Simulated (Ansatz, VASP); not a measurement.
# Ga4O3 in VASP and in Ansatz

Contents of INCAR:

```
SYSTEM = Ga4O3
  PREC = Accurate
  ENCUT = 600
  EDIFF = 1E-7
  ISMEAR = 0
  SIGMA = 0.1
  LREAL = .False.
  LASPH = .True.
  NELM = 120
  ALGO = Normal
  ISIF = 3
  LWAVE = .False.
  LCHARG = .False.
  GGA = PE
  IBRION = 2
  NSW = 90
  EDIFFG = -0.04
  GGA_COMPAT = .False.
  NELMIN = 4
```

File KPOINTS:

```
regular mesh
0
Gamma
  4 4 4
  0 0 0
```

POSCAR

```
Ga4O3
1.0
    4.6707972900      0.0000000000      0.0000000000
    0.0000000000      4.6707972900      0.0000000000
    0.0000000000      0.0000000000      4.6707972900
Ga O
4 3
Direct
    0.0000000000      0.5000000000      0.5000000000
    0.5000000000      0.0000000000      0.5000000000
    0.5000000000      0.5000000000      0.0000000000
    0.5000000000      0.5000000000      0.5000000000
    0.5000000000      0.0000000000      0.0000000000
    0.0000000000      0.5000000000      0.0000000000
    0.0000000000      0.0000000000      0.5000000000
```

Input for Ansatz:

```yaml
crystal:
  lattice:
    - [4.67079729, 0.0, 0.0]
    - [0.0, 4.67079729, 0.0]
    - [0.0, 0.0, 4.67079729]
  atoms:
    - { symbol: Ga, position: [0.0, 0.5, 0.5] }
    - { symbol: Ga, position: [0.5, 0.0, 0.5] }
    - { symbol: Ga, position: [0.5, 0.5, 0.0] }
    - { symbol: Ga, position: [0.5, 0.5, 0.5] }
    - { symbol: O, position: [0.5, 0.0, 0.0] }
    - { symbol: O, position: [0.0, 0.5, 0.0] }
    - { symbol: O, position: [0.0, 0.0, 0.5] }
basis:
  ecutwfc: 420
kpoints:
  mp_grid: { grid: [4, 4, 4] }
hamiltonian:
  xc: pbe
scf:
  occupations: { method: gaussian, width: 0.1 }
  lower_state_search: "off"
output:
  forces: true
  stress: true
  eigenvalues: true
relax:
  adjacent_minimum: "off"
  f_tol: 0.04
  max_steps: 70
  cell: { stress_tol: 0.4 }
```

Alike in both runs: task relaxation of cell and atoms; functional PBE; k mesh 4 × 4 × 4; occupations gaussian, width 0.1 eV; no spin polarisation.

```csv
,VASP,Ansatz
version,VASP 6.6.1,Ansatz 0.2.0
potentials or method,"VASP PAW PBE potentials, release 64 (Ga_d, O), cutoff 600 eV","scalar-relativistic, plane waves, PAW"
valence electrons in the cell,70,70
```

```csv
,VASP,Ansatz,Ansatz less VASP
"gap on the k mesh at the Fermi level, each at its own relaxed structure (eV)",none,none,-
relaxed volume (Å³/atom),13.99,14.03,+0.038
relaxed cell length with the largest relative difference (Å),4.610,4.614,+0.0041
```

A gap of «none» marks a metal or a gap that the smearing closes.
